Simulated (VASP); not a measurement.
## InAgTe2: single point with PBE

Crystal: InAgTe2.

```
Ag Te In
1.0
    -3.31520    3.31520    6.57335
     3.31520   -3.31520    6.57335
     3.31520    3.31520   -6.57335
Ag Te In
2 4 2
Direct
  0.00000 0.00000 0.00000
  0.75000 0.25000 0.50000
  0.37500 0.36933 0.49433
  0.11933 0.62500 0.99433
  0.87500 0.88067 0.50567
  0.63067 0.12500 0.00567
  0.50000 0.50000 0.00000
  0.25000 0.75000 0.50000
```

```yaml
Program: VASP 6.6.1
Task: single point
Functional: PBE
Potentials_or_basis: VASP PAW PBE potentials, release 64 (Ag, Te, In_d)
Cutoff: 500 eV
k_mesh: 4 × 4 × 4
Occupations: fermi-dirac, width 0.02 eV
Spin: no spin polarisation
```

| Property | Result |
| --- | --- |
| Pressure | -1.0 GPa |
| Largest force | 0.033 eV/Å |
| Band gap on the k mesh | 0.01 eV |

Forces on the atoms (eV/Å):
```
Ag   0.000  0.000  0.000
Ag   0.000  0.000  0.000
Te   0.033  0.000  0.000
Te   0.000  0.033  0.000
Te  -0.033  0.000  0.000
Te   0.000 -0.033  0.000
In   0.000  0.000  0.000
In   0.000  0.000  0.000
```

Levels at points of the mesh, in eV from the valence-band top:
```
           k point  band 34  band 35  band 36  band 37  band 38  band 39
(0.00, 0.00, 0.00)    -0.06    -0.06     0.00     0.01     1.87     2.26
(0.50, 0.00, 0.00)    -1.10    -1.05    -0.51     1.61     1.96     2.97
(0.50, 0.50, 0.00)    -0.80    -0.44    -0.44     0.88     0.88     2.86
(0.50, 0.50, 0.50)    -1.14    -0.82    -0.82     1.48     1.48     2.23
```

Run time: 2.1 min on 1 thread of Intel(R) Xeon(R) 6975P-C (Granite Rapids) (shared host), peak memory 0.55 GiB.

Caveat: semilocal functionals underestimate gaps, and a narrow one can read as zero; spin-orbit coupling is left out, which moves the levels of the heavy elements.
